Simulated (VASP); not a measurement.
# AgB4 (P6/mmm) in VASP: density of states with PBE+D3(BJ)

Aim: the density of states of AgB4 with PBE+D3(BJ).

Program: VASP 6.6.1. These are calculated values, not measurements. Logs are shortened: lines on timing, memory, paths and dates and some standing lists are left out, and cuts for length are marked.

### Step 1. The cell of the first run

Symmetry: P6/mmm, No. 191, hexagonal system. Conventional cell: a = 3.032 Å, b = 3.032 Å, c = 5.699 Å, α = 90.00°, β = 90.00°, γ = 120.00°. Ag (site symmetry 6/mmm) has 12 B at 2.59 Å and 6 Ag at 3.03 Å within 3.4 Å. B (site symmetry 3m) has 4 B at 1.75 to 1.88 Å within 2.3 Å.

### Step 2. Density of states, PBE+D3(BJ)

The input, POSCAR:

```
AgB4
1.0
    3.0321344876      0.0000000000      0.0000000000
   -1.5160672438      2.6259054939      0.0000000000
    0.0000000000      0.0000000000      5.6987359609
Ag B
1 4
Direct
    0.0000000000      0.0000000000      0.0000000000
    0.3333333333      0.6666666667      0.6649505202
    0.6666666667      0.3333333333      0.6649505202
    0.3333333333      0.6666666667      0.3350494798
    0.6666666667      0.3333333333      0.3350494798
```

The input, INCAR.step1:

```
SYSTEM = AgB4
PREC = Accurate ; ENCUT = 520
EDIFF = 1E-7 ; ISMEAR = 0
SIGMA = 0.1 ; LREAL = .False.
LASPH = .True. ; NELM = 80
ALGO = Normal ; ISIF = 2
LWAVE = .False. ; LCHARG = .True.
LMAXMIX = 4 ; GGA = PE
IVDW = 12 ; NBANDS = 20
```

The input, KPOINTS.step1:

```
regular mesh
0
Gamma
  15 15 8
  0 0 0
```

The input, INCAR.step2:

```
SYSTEM = AgB4
PREC = Accurate ; ENCUT = 520
EDIFF = 1E-7 ; ISMEAR = -5
SIGMA = 0.1 ; LREAL = .False.
LASPH = .True. ; NELM = 80
ALGO = Normal ; ISIF = 2
LWAVE = .False. ; LCHARG = .False.
LMAXMIX = 4 ; GGA = PE
IVDW = 12 ; LORBIT = 10
NBANDS = 20 ; NEDOS = 1001
ICHARG = 11
```

The input, KPOINTS.step2:

```
regular mesh
0
Gamma
  23 23 12
  0 0 0
```

Potentials or basis: VASP PAW PBE potentials, release 64 (Ag, B).

Started as:

```console
> cat potpaw_PBE.64/Ag/POTCAR potpaw_PBE.64/B/POTCAR > POTCAR
> cp INCAR.step1 INCAR
> cp KPOINTS.step1 KPOINTS
> mpirun -np 1 vasp_std > vasp.out
> cp INCAR.step2 INCAR
> cp KPOINTS.step2 KPOINTS
> mpirun -np 1 vasp_std > vasp.out
```

OUTCAR:

```text
SYSTEM = AgB4
   PREC = Accurate
   ENCUT = 520
   EDIFF = 1E-7
   ISMEAR = -5
   LREAL = .False.
   LASPH = .True.
   NELM = 80
   ISIF = 2
   GGA = PE
   IVDW = 12
   LORBIT = 10
   ICHARG = 11
 IVDW          = 12

 ion  position               nearest neighbor table
   1  0.000  0.000  0.000-   2 2.59   3 2.59   4 2.59   5 2.59   2 2.59   4 2.59   3 2.59   5 2.59
                             3 2.59   5 2.59   2 2.59   4 2.59
   2  0.333  0.667  0.665-   3 1.75   3 1.75   3 1.75   4 1.88   1 2.59   1 2.59   1 2.59
   3  0.667  0.333  0.665-   2 1.75   2 1.75   2 1.75   5 1.88   1 2.59   1 2.59   1 2.59
   4  0.333  0.667  0.335-   5 1.75   5 1.75   5 1.75   2 1.88   1 2.59   1 2.59   1 2.59
   5  0.667  0.333  0.335-   4 1.75   4 1.75   4 1.75   3 1.88   1 2.59   1 2.59   1 2.59

  LATTYP: Found a hexagonal cell.
 ALAT       =     3.0321344876
 C/A-ratio  =     1.8794469652

  Lattice vectors:

 A1 = (   3.0321344876,   0.0000000000,   0.0000000000)
 A2 = (  -1.5160672438,   2.6259054939,   0.0000000000)
 A3 = (   0.0000000000,   0.0000000000,   5.6987359609)

Analysis of symmetry for initial positions (statically):
=====================================================================
 Subroutine PRICEL returns:
 Original cell was already a primitive cell.

 Routine SETGRP: Setting up the symmetry group for a
 hexagonal supercell.

 Subroutine GETGRP returns: Found 24 space group operations
 (whereof 24 operations were pure point group operations)
 out of a pool of 24 trial point group operations.

The static configuration has the point symmetry D_6h.

Analysis of symmetry for dynamics (positions and initial velocities):
=====================================================================
 Subroutine PRICEL returns:
 Original cell was already a primitive cell.

 Routine SETGRP: Setting up the symmetry group for a
 hexagonal supercell.

 Subroutine GETGRP returns: Found 24 space group operations
 (whereof 24 operations were pure point group operations)
 out of a pool of 24 trial point group operations.

The dynamic configuration has the point symmetry D_6h.

 Subroutine INISYM returns: Found 24 space group operations
 (whereof 24 operations are pure point group operations),
 and found     1 'primitive' translations

----------------------------------------------------------------------------------------

                                     Primitive cell

  volume of cell :      45.3739
[... 108 lines left out ...]
   NELECT =      23.0000    total number of electrons
   NUPDOWN=      -1.0000    fix difference up-down
   EMIN   =  10.00;   EMAX   =-10.00  energy-range for DOS
   EFERMI =   0.00;   METHOD = LEGACY
   ISMEAR =    -5;   SIGMA  =   0.10  broadening in eV -4-tet -1-fermi 0-gaus
   EFERMI_NEDOS =   21; number of points for ismear=-14 and -15
   IALGO  =     38    algorithm
   IMIX   =      4    mixing-type and parameters
     AMIX     =   0.40;   BMIX     =  1.00
     AMIX_MAG =   1.60;   BMIX_MAG =  1.00
  volume/ion in A,a.u.               =       9.07        61.24
  Fermi-wavevector in a.u.,A,eV,Ry     =   1.305315  2.466688 23.182258  1.703848
  Thomas-Fermi vector in A             =   2.436193
   LORBIT       =     10    0 simple, 1 ext, 2 COOP (PROOUT), +10 PAW based schemes
   GGA     = PE    functional components
   LHFCALC =     F    Hartree Fock is set to
   AEXX    =    0.0000 exact exchange contribution
   IVDW    =    12    specifies the selected vdW correction
   LEPSILON=     F    determine dielectric tensor
   LRPA    =     F    only Hartree local field effects (RPA)
 non-spin polarized calculation
 Fermi weights with tetrahedron method with Bloechl corrections
  energy-cutoff  :      520.00
  volume of cell :       45.37
 maximum number of plane-waves:      1240
 NGX is ok and might be reduce to    24

 number of electron      22.9999998 magnetization

 Free energy of the ion-electron system (eV)
  ---------------------------------------------------
  ext. energy  EPLUGINS =         0.00000000
  ---------------------------------------------------
  free energy    TOTEN  =       -26.36787965 eV

  energy without entropy =      -26.36787965  energy(sigma->0) =      -26.36787965

 E-fermi :   7.4234     XC(G=0): -12.0547

 val. band max:        7.4452646462   @ k =   0.4348   0.0435   0.0000
 cond. band min:       7.3904383260   @ k =   0.3913   0.2174   0.0833
 fundamental gap:     -0.0548263202
 Fermi energy:         7.4234255642

 k-point     1 :       0.0000    0.0000    0.0000
  band No.  band energies     occupation
      1      -6.6394      2.00000
      2      -2.4947      2.00000
      3      -0.8222      2.00000
      4       1.8795      2.00000
      5       1.9909      2.00000
      6       1.9909      2.00000
[... 541 lines left out ...]
     19      16.8370      0.00000
     20      16.9044      0.00000

 [... further k-points ...]

------------------------ aborting loop because EDIFF is reached ----------------------------------------

 Edisp (eV)   -1.42677

 E8    (eV) :    -0.5315

  FORCE on cell =-STRESS in cart. coord.  units (eV):
  Direction    XX          YY          ZZ          XY          YZ          ZX
  --------------------------------------------------------------------------------------
  -------------------------------------------------------------------------------------
  Total      -0.16646    -0.16646    -0.22082     0.00000    -0.00000     0.00000
  in kB      -5.87774    -5.87774    -7.79725     0.00000    -0.00000     0.00000
  external pressure =       -6.52 kB  Pullay stress =        0.00 kB

 VOLUME and BASIS-vectors are now :
 -----------------------------------------------------------------------------
  energy-cutoff  :      520.00
  volume of cell :       45.37
      direct lattice vectors                 reciprocal lattice vectors
     3.032134488  0.000000000  0.000000000     0.329800675  0.190410508  0.000000000
    -1.516067244  2.625905494  0.000000000     0.000000000  0.380821017  0.000000000
     0.000000000  0.000000000  5.698735961     0.000000000  0.000000000  0.175477511

 POSITION                                       TOTAL-FORCE (eV/Angst)
 -----------------------------------------------------------------------------------
      0.00000      0.00000      0.00000         0.000000      0.000000     -0.000000
     -0.00000      1.75060      3.78938         0.000000      0.000000      0.027706
      1.51607      0.87530      3.78938        -0.000000      0.000000      0.027706
     -0.00000      1.75060      1.90936         0.000000      0.000000     -0.027706
      1.51607      0.87530      1.90936        -0.000000     -0.000000     -0.027706
 -----------------------------------------------------------------------------------
    total drift:                                0.000000     -0.000000     -0.000000

  FREE ENERGIE OF THE ION-ELECTRON SYSTEM (eV)
  ---------------------------------------------------
  free  energy   TOTEN  =       -27.7946487039 eV

  energy  without entropy=      -27.7946487039  energy(sigma->0) =      -27.79464870

 total charge

# of ion       s       p       d       tot
------------------------------------------
    1        0.328   0.357   9.189   9.874
    2        0.713   1.190   0.000   1.903
    3        0.713   1.190   0.000   1.903
    4        0.713   1.190   0.000   1.903
    5        0.713   1.190   0.000   1.903
--------------------------------------------------
tot          3.180   5.116   9.189  17.484
```

OUTCAR.step1:

```text
SYSTEM = AgB4
   PREC = Accurate
   ENCUT = 520
   EDIFF = 1E-7
   ISMEAR = 0
   LREAL = .False.
   LASPH = .True.
   NELM = 80
[... 792 lines left out ...]
      1.51607      0.87530      3.78938         0.000000      0.000000      0.002174
     -0.00000      1.75060      1.90936         0.000000     -0.000000     -0.002174
      1.51607      0.87530      1.90936         0.000000      0.000000     -0.002174
 -----------------------------------------------------------------------------------
    total drift:                               -0.000000     -0.000000     -0.000000

  FREE ENERGIE OF THE ION-ELECTRON SYSTEM (eV)
  ---------------------------------------------------
  free  energy   TOTEN  =       -27.7998673486 eV

  energy  without entropy=      -27.7922909525  energy(sigma->0) =      -27.79607915
```

OSZICAR.step1:

```text
N       E                     dE             d eps       ncg     rms          rms(c)
DAV:   1     0.859466073268E+02    0.85947E+02   -0.10749E+04  5480   0.104E+03
DAV:   2    -0.279450757376E+02   -0.11389E+03   -0.10877E+03  6136   0.230E+02
DAV:   3    -0.320484692417E+02   -0.41034E+01   -0.40198E+01  6676   0.419E+01
DAV:   4    -0.320750293139E+02   -0.26560E-01   -0.26519E-01  6356   0.328E+00
DAV:   5    -0.320751990449E+02   -0.16973E-03   -0.16972E-03  6488   0.271E-01    0.155E+01
DAV:   6    -0.292188126701E+02    0.28564E+01   -0.62203E+01  6148   0.684E+01    0.261E+01
DAV:   7    -0.269031353917E+02    0.23157E+01   -0.61393E+00  5836   0.276E+01    0.907E+00
DAV:   8    -0.263714673455E+02    0.53167E+00   -0.18391E+00  6248   0.177E+01    0.153E+00
DAV:   9    -0.263769494542E+02   -0.54821E-02   -0.17443E-01  5952   0.307E+00    0.557E-01
DAV:  10    -0.263731605174E+02    0.37889E-02   -0.18325E-02  6252   0.188E+00    0.156E-01
DAV:  11    -0.263730906140E+02    0.69903E-04   -0.22030E-03  5976   0.431E-01    0.335E-02
DAV:  12    -0.263730918595E+02   -0.12456E-05   -0.94481E-05  6400   0.882E-02    0.144E-02
DAV:  13    -0.263730976628E+02   -0.58033E-05   -0.19927E-05  6196   0.500E-02    0.571E-03
DAV:  14    -0.263730981796E+02   -0.51677E-06   -0.39237E-06  6092   0.216E-02    0.222E-03
DAV:  15    -0.263730983372E+02   -0.15759E-06   -0.26188E-07  5972   0.479E-03    0.913E-04
DAV:  16    -0.263730982957E+02    0.41479E-07   -0.66372E-08  3332   0.370E-03
   1 F= -.27799867E+02 E0= -.27796079E+02  d E =-.757640E-02
```

Wall time 3 min (1 thread of Intel Xeon Platinum 8259CL at 2.50GHz (Skylake/Cascade Lake), shared host); peak memory 0.42 GiB.

Results:

* Valence electrons inside the program's atomic spheres: Ag 9.87; B 1.90
* Dispersion energy per atom: -0.285 eV

Caveat: pairwise dispersion overbinds metals, which lowers pressure and volume; tetrahedron occupations give inexact forces and stress in metals.
